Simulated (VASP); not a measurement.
# Ta2H (Pmm2) in VASP: single point with PBEsol

Aim: the single point of Ta2H with PBEsol.

Everything below comes from runs of VASP 6.6.1. Logs are shortened: lines on timing, memory, paths and dates and some standing lists are left out, and cuts for length are marked.

## (1) The cell of the first run

Symmetry: Pmm2, No. 25, orthorhombic system. The conventional cell has a = 3.146 Å, b = 3.397 Å, c = 3.444 Å, α = 90.00°, β = 90.00°, γ = 90.00°. Within 2.5 Å of Ta (site symmetry mm2) lie 2 H at 1.86 Å. Ta (site symmetry mm2) has 2 H at 1.88 Å within 2.5 Å. H (site symmetry mm2) has 4 Ta at 1.86 to 1.88 Å within 2.5 Å.

## (2) Single point, PBEsol (uniaxial strain along a: -6.0 %)

The input, INCAR:

```
SYSTEM = Ta2H
ALGO = Normal ; EDIFF = 1E-6
ENCUT = 500 ; GGA = PS
GGA_COMPAT = .FALSE. ; ISIF = 2
ISMEAR = 0 ; LASPH = .TRUE.
LCHARG = .FALSE. ; LREAL = .FALSE.
LWAVE = .FALSE. ; NBANDS = 20
NELM = 120 ; PREC = Accurate
SIGMA = 0.1
```

The input, KPOINTS:

```
k-points
0
G
  12 12 12
  0 0 0
```

The input, POSCAR:

```
Ta2H
1.0
    3.1459854647      0.0000000000      0.0000000000
    0.0000000000      3.3969949433      0.0000000000
    0.0000000000      0.0000000000      3.4438594813
Ta H
2 1
Direct
    0.5000000000      0.0000000000      0.7300765025
    0.0000000000      0.5000000000      0.2508411359
    0.0000000000      0.0000000000      0.0190823616
```

Potentials or basis: VASP PAW PBE potentials, release 64 (Ta_sv_GW, H).

On the command line:

```sh
$ cat potpaw_PBE.64/Ta_sv_GW/POTCAR potpaw_PBE.64/H/POTCAR > POTCAR
$ mpirun -np 1 vasp_std > vasp.out
```

OUTCAR:

```text
SYSTEM = Ta2H
   EDIFF = 1E-6
   ENCUT = 500
   GGA = PS
   ISIF = 2
   ISMEAR = 0
   LASPH = .TRUE.
   LREAL = .FALSE.
   NELM = 120
   PREC = Accurate

 ion  position               nearest neighbor table
   1  0.500  0.000  0.730-   3 1.86   3 1.86   2 2.84   2 2.84   2 2.84   2 2.84   2 2.93   2 2.93
                             2 2.93   2 2.93
   2  0.000  0.500  0.251-   3 1.88   3 1.88   1 2.84   1 2.84   1 2.84   1 2.84   1 2.93   1 2.93
                             1 2.93   1 2.93
   3  0.000  0.000  0.019-   1 1.86   1 1.86   2 1.88   2 1.88

  LATTYP: Found a simple orthorhombic cell.
 ALAT       =     3.1459854647
 B/A-ratio  =     1.0797872341
 C/A-ratio  =     1.0946838502

  Lattice vectors:

 A1 = (   3.1459854647,   0.0000000000,   0.0000000000)
 A2 = (   0.0000000000,   3.3969949433,   0.0000000000)
 A3 = (   0.0000000000,   0.0000000000,   3.4438594813)

Analysis of symmetry for initial positions (statically):
=====================================================================
 Subroutine PRICEL returns:
 Original cell was already a primitive cell.

 Routine SETGRP: Setting up the symmetry group for a
 simple orthorhombic supercell.

 Subroutine GETGRP returns: Found  4 space group operations
 (whereof  4 operations were pure point group operations)
 out of a pool of  8 trial point group operations.

The static configuration has the point symmetry C_2v.

Analysis of symmetry for dynamics (positions and initial velocities):
=====================================================================
 Subroutine PRICEL returns:
 Original cell was already a primitive cell.

 Routine SETGRP: Setting up the symmetry group for a
 simple orthorhombic supercell.

 Subroutine GETGRP returns: Found  4 space group operations
 (whereof  4 operations were pure point group operations)
 out of a pool of  8 trial point group operations.

The dynamic configuration has the point symmetry C_2v.

 Subroutine INISYM returns: Found  4 space group operations
 (whereof  4 operations are pure point group operations),
 and found     1 'primitive' translations

----------------------------------------------------------------------------------------

                                     Primitive cell

  volume of cell :      36.8042

  direct lattice vectors                    reciprocal lattice vectors
     3.145985465  0.000000000  0.000000000     0.317865423  0.000000000  0.000000000
     0.000000000  3.396994943  0.000000000     0.000000000  0.294377830  0.000000000
     0.000000000  0.000000000  3.443859481     0.000000000  0.000000000  0.290371894

  length of vectors
     3.145985465  3.396994943  3.443859481     0.317865423  0.294377830  0.290371894

  position of ions in fractional coordinates (direct lattice)
     0.500000000  0.000000000  0.730076502
     0.000000000  0.500000000  0.250841136
     0.000000000  0.000000000  0.019082362

  ion indices of the primitive-cell ions
   primitive index   ion index
                 1           1
                 2           2
                 3           3

----------------------------------------------------------------------------------------

 KPOINTS: k-points

Automatic generation of k-mesh.
 Grid dimensions read from file:
 generate k-points for:   12   12   12

 Generating k-lattice:

  Cartesian coordinates                     Fractional coordinates (reciprocal lattice)
     0.026488785  0.000000000  0.000000000     0.083333333  0.000000000  0.000000000
     0.000000000  0.024531486  0.000000000     0.000000000  0.083333333  0.000000000
     0.000000000  0.000000000  0.024197658     0.000000000  0.000000000  0.083333333

  Length of vectors
     0.026488785  0.024531486  0.024197658

  Shift w.r.t. Gamma in fractional coordinates (k-lattice)
     0.000000000  0.000000000  0.000000000

 Subroutine IBZKPT returns following result:
 ===========================================

 Found    343 irreducible k-points:

 Following reciprocal coordinates:
            Coordinates               Weight
  0.000000  0.000000  0.000000      1.000000
  0.083333  0.000000  0.000000      2.000000
  0.166667  0.000000  0.000000      2.000000
  0.250000  0.000000  0.000000      2.000000
  0.333333  0.000000  0.000000      2.000000
  0.416667  0.000000  0.000000      2.000000
[... 16 lines left out ...]
  0.083333  0.250000  0.000000      4.000000
  0.166667  0.250000  0.000000      4.000000
 [... further k-points ...]
   k-points           NKPTS =    343   k-points in BZ     NKDIM =    343   number of bands    NBANDS=     20
   number of dos      NEDOS =    301   number of ions     NIONS =      3
   total plane-waves  NPLWV =  18816
   dimension x,y,z NGX =    24 NGY =   28 NGZ =   28
   dimension x,y,z NGXF=    48 NGYF=   56 NGZF=   56
   ions per type =               2   1
   NGX,Y,Z   is equivalent  to a cutoff of  12.68, 13.70, 13.52 a.u.
   NGXF,Y,Z  is equivalent  to a cutoff of  25.37, 27.41, 27.03 a.u.
 SYSTEM =  Ta2H
   PREC   = accura    normal or accurate (medium, high low for compatibility)
   ISTART =      0    job   : 0-new  1-cont  2-samecut
   ICHARG =      2    charge: 1-file 2-atom 10-const
   ISPIN  =      1    spin polarized calculation?
   LNONCOLLINEAR =      F non collinear calculations
   LSORBIT =      F    spin-orbit coupling
   LASPH  =      T    aspherical Exc in radial PAW
   ENCUT  =  500.0 eV  36.75 Ry    6.06 a.u.   5.74  6.19  6.28*2*pi/ulx,y,z
   NELM   =    120;   NELMIN=  2; NELMDL= -5     # of ELM steps
   EDIFF  = 0.1E-05   stopping-criterion for ELM
   LREAL  =      F    real-space projection
   EDIFFG = 0.1E-04   stopping-criterion for IOM
   NSW    =      0    number of steps for IOM
   IBRION =     -1    ionic relax: 0-MD 1-quasi-New 2-CG
   NFREE  =      0    steps in history (QN), initial steepest desc. (CG)
   ISIF   =      2    stress and relaxation
   ISYM   =      2    0-nonsym 1-usesym 2-fastsym
   POTIM  = 0.5000    time-step for ionic-motion
   TEBEG  =    0.0;   TEEND  =   0.0 temperature during run
   PSTRESS=    0.0 pullay stress
   NELECT =      27.0000    total number of electrons
   NUPDOWN=      -1.0000    fix difference up-down
   EMIN   =  10.00;   EMAX   =-10.00  energy-range for DOS
   EFERMI =   0.00;   METHOD = LEGACY
   ISMEAR =     0;   SIGMA  =   0.10  broadening in eV -4-tet -1-fermi 0-gaus
   EFERMI_NEDOS =   21; number of points for ismear=-14 and -15
   IALGO  =     38    algorithm
   IMIX   =      4    mixing-type and parameters
     AMIX     =   0.40;   BMIX     =  1.00
     AMIX_MAG =   1.60;   BMIX_MAG =  1.00
  volume/ion in A,a.u.               =      12.27        82.79
  Fermi-wavevector in a.u.,A,eV,Ry     =   1.476490  2.790161 29.660996  2.180022
  Thomas-Fermi vector in A             =   2.591010
   LORBIT       =      0    0 simple, 1 ext, 2 COOP (PROOUT), +10 PAW based schemes
   GGA     = PS    functional components
   LHFCALC =     F    Hartree Fock is set to
   AEXX    =    0.0000 exact exchange contribution
   IVDW    =     0    specifies the selected vdW correction
   LEPSILON=     F    determine dielectric tensor
   LRPA    =     F    only Hartree local field effects (RPA)
 non-spin polarized calculation
 Gauss-broadening in eV      SIGMA  =   0.10
  energy-cutoff  :      500.00
  volume of cell :       36.80
 maximum number of plane-waves:       950
 NGX is ok and might be reduce to    24
   NGX = 11   NGY = 13   NGZ = 13

 number of electron      27.0000003 magnetization

 Free energy of the ion-electron system (eV)
  ---------------------------------------------------
  ext. energy  EPLUGINS =         0.00000000
  ---------------------------------------------------
  free energy    TOTEN  =       -33.77940295 eV

  energy without entropy =      -33.77354866  energy(sigma->0) =      -33.77647581

 E-fermi :  10.6197     XC(G=0): -13.2909

 val. band max:       10.6136350499   @ k =   0.3333   0.0833   0.5000
 cond. band min:      10.6199560354   @ k =   0.0000   0.2500   0.1667
 fundamental gap:      0.0063209856
 Fermi energy:        10.6196732436

 k-point     1 :       0.0000    0.0000    0.0000
  band No.  band energies     occupation
      1     -56.6816      2.00000
      2     -56.4934      2.00000
      3     -23.4914      2.00000
      4     -23.4822      2.00000
      5     -23.2743      2.00000
      6     -22.6320      2.00000
[... 12 lines left out ...]
     19      16.9837      0.00000
     20      17.1645      0.00000

 k-point     2 :       0.0833    0.0000    0.0000
  band No.  band energies     occupation
      1     -56.6774      2.00000
      2     -56.4956      2.00000
      3     -23.4754      2.00000
      4     -23.4673      2.00000
      5     -23.2896      2.00000
      6     -22.6444      2.00000
[... 12 lines left out ...]
     19      17.0141      0.00000
     20      17.6603      0.00000

 k-point     3 :       0.1667    0.0000    0.0000
  band No.  band energies     occupation
      1     -56.6654      2.00000
      2     -56.5021      2.00000
      3     -23.4287      2.00000
      4     -23.4236      2.00000
      5     -23.3272      2.00000
      6     -22.7373      2.00000
[... 12 lines left out ...]
     19      16.5004      0.00000
     20      17.8597      0.00000

 k-point     4 :       0.2500    0.0000    0.0000
  band No.  band energies     occupation
      1     -56.6468      2.00000
      2     -56.5130      2.00000
      3     -23.3806      2.00000
      4     -23.3556      2.00000
      5     -23.3475      2.00000
      6     -22.8818      2.00000
[... 12 lines left out ...]
     19      15.7498      0.00000
     20      16.7173      0.00000

 k-point     5 :       0.3333    0.0000    0.0000
  band No.  band energies     occupation
      1     -56.6238      2.00000
      2     -56.5284      2.00000
      3     -23.4099      2.00000
      4     -23.2703      2.00000
      5     -23.2602      2.00000
      6     -23.0323      2.00000
[... 12 lines left out ...]
     19      15.2716      0.00000
     20      16.1509      0.00000

 k-point     6 :       0.4167    0.0000    0.0000
  band No.  band energies     occupation
      1     -56.5990      2.00000
      2     -56.5476      2.00000
      3     -23.4193      2.00000
      4     -23.1991      2.00000
      5     -23.1823      2.00000
      6     -23.1104      2.00000
[... 12 lines left out ...]
     19      15.8517      0.00000
     20      16.3947      0.00000

 k-point     7 :       0.5000    0.0000    0.0000
  band No.  band energies     occupation
      1     -56.5806      2.00000
      2     -56.5639      2.00000
      3     -23.4144      2.00000
      4     -23.2320      2.00000
      5     -23.1332      2.00000
      6     -23.0206      2.00000
[... 12 lines left out ...]
     19      16.1317      0.00000
     20      16.6546      0.00000
[... 277 lines left out ...]
 k-point    20 :       0.4167    0.1667    0.0000
  band No.  band energies     occupation
      1     -56.5945      2.00000
      2     -56.5493      2.00000
      3     -23.6030      2.00000
      4     -23.3396      2.00000
      5     -23.1203      2.00000
      6     -23.0253      2.00000
[... 12 lines left out ...]
     19      15.9057      0.00000
     20      16.6264      0.00000

 k-point    21 :       0.5000    0.1667    0.0000
  band No.  band energies     occupation
      1     -56.5791      2.00000
      2     -56.5626      2.00000
      3     -23.6051      2.00000
      4     -23.3841      2.00000
      5     -23.0305      2.00000
      6     -23.0266      2.00000
[... 12 lines left out ...]
     19      16.1746      0.00000
     20      16.6186      0.00000

 k-point    22 :       0.0000    0.2500    0.0000
  band No.  band energies     occupation
      1     -56.6517      2.00000
      2     -56.5182      2.00000
      3     -23.4694      2.00000
      4     -23.3637      2.00000
      5     -23.1774      2.00000
      6     -22.8491      2.00000
[... 12 lines left out ...]
     19      15.3909      0.00000
     20      15.7392      0.00000

 k-point    23 :       0.0833    0.2500    0.0000
  band No.  band energies     occupation
      1     -56.6484      2.00000
      2     -56.5194      2.00000
      3     -23.4922      2.00000
      4     -23.3513      2.00000
      5     -23.1607      2.00000
      6     -22.9124      2.00000
[... 12 lines left out ...]
     19      16.2289      0.00000
     20      16.2943      0.00000

 k-point    24 :       0.1667    0.2500    0.0000
  band No.  band energies     occupation
      1     -56.6390      2.00000
      2     -56.5231      2.00000
      3     -23.5495      2.00000
      4     -23.3155      2.00000
      5     -23.1180      2.00000
      6     -23.0443      2.00000
[... 12 lines left out ...]
     19      17.0885      0.00000
     20      17.5311      0.00000

 [... further k-points ...]

------------------------ aborting loop because EDIFF is reached ----------------------------------------

  FORCE on cell =-STRESS in cart. coord.  units (eV):
  Direction    XX          YY          ZZ          XY          YZ          ZX
  --------------------------------------------------------------------------------------
  -------------------------------------------------------------------------------------
  Total        3.6331851      0.8824586      0.5010954      0.0000000      0.0000000      0.0000000
  in kB      158.1616078     38.4156245     21.8139326      0.0000000      0.0000000      0.0000000
  external PRESSURE =      72.7970550 kB  Pullay stress =       0.0000000 kB

 VOLUME and BASIS-vectors are now :
 -----------------------------------------------------------------------------
  energy-cutoff  :      500.00
  volume of cell :       36.80
      direct lattice vectors                 reciprocal lattice vectors
     3.145985465  0.000000000  0.000000000     0.317865423  0.000000000  0.000000000
     0.000000000  3.396994943  0.000000000     0.000000000  0.294377830  0.000000000
     0.000000000  0.000000000  3.443859481     0.000000000  0.000000000  0.290371894

 POSITION                                       TOTAL-FORCE (eV/Angst)
 -----------------------------------------------------------------------------------
      1.57299      0.00000      2.51428         0.000000      0.000000     -0.156880
      0.00000      1.69850      0.86386         0.000000      0.000000      0.026971
      0.00000      0.00000      0.06572         0.000000      0.000000      0.129910
 -----------------------------------------------------------------------------------
    total drift:                                0.000000      0.000000     -0.000049

  FREE ENERGIE OF THE ION-ELECTRON SYSTEM (eV)
  ---------------------------------------------------
  free  energy   TOTEN  =       -33.7794029497 eV

  energy  without entropy=      -33.7735486632  energy(sigma->0) =      -33.77647581
```

Run time: 3.3 min. Hardware: 1 thread of Intel Xeon Platinum 8375C at 2.90GHz (Ice Lake), shared host; peak memory 0.34 GiB.

Results:

```yaml
Free_energy: -33.7794 eV
Pressure: 7.3 GPa
Largest_force: 0.157 eV/Å
Band_gap_on_the_k_mesh: zero (an odd number of electrons rules out a gap without spin polarisation)
```

Forces in eV/Å, atoms in the order of the input:
```
Ta   0.000  0.000 -0.157
Ta   0.000  0.000  0.027
H    0.000  0.000  0.130
```

Levels at points of the mesh, in eV from the Fermi level:
| k point | band 11 | band 12 | band 13 | band 14 | band 15 | band 16 | band 17 | band 18 |
| --- | --- | --- | --- | --- | --- | --- | --- | --- |
| (0.00, 0.00, 0.00) | -4.13 | -0.37 | 0.62 | 0.92 | 2.59 | 3.94 | 4.46 | 6.24 |
| (0.50, 0.00, 0.00) | -1.56 | -1.02 | -0.78 | 0.43 | 0.57 | 0.71 | 2.19 | 2.69 |
| (0.00, 0.50, 0.00) | -1.66 | -1.24 | -0.56 | 0.88 | 1.38 | 1.62 | 2.64 | 3.24 |
| (0.50, 0.50, 0.00) | -4.62 | -2.01 | -0.60 | 1.72 | 3.32 | 3.80 | 5.02 | 5.29 |
| (0.00, 0.00, 0.50) | -2.20 | -1.71 | 0.38 | 0.98 | 1.07 | 1.79 | 2.87 | 3.21 |
| (0.50, 0.00, 0.50) | -2.28 | -1.97 | 0.01 | 1.32 | 3.23 | 3.42 | 5.06 | 5.20 |
| (0.00, 0.50, 0.50) | -1.39 | -1.32 | -0.90 | 0.87 | 2.43 | 2.45 | 3.91 | 4.02 |
| (0.50, 0.50, 0.50) | -1.77 | -1.48 | -1.35 | -0.98 | 3.99 | 4.29 | 4.42 | 4.74 |

Caveat: the cell differs from its parent crystal (uniaxial strain along a: -6.0 %); the cell stands under pressure; the PAW data sets were made with another functional, which shifts forces and pressure a little; spin-orbit coupling is left out, which moves the levels of the heavy elements.
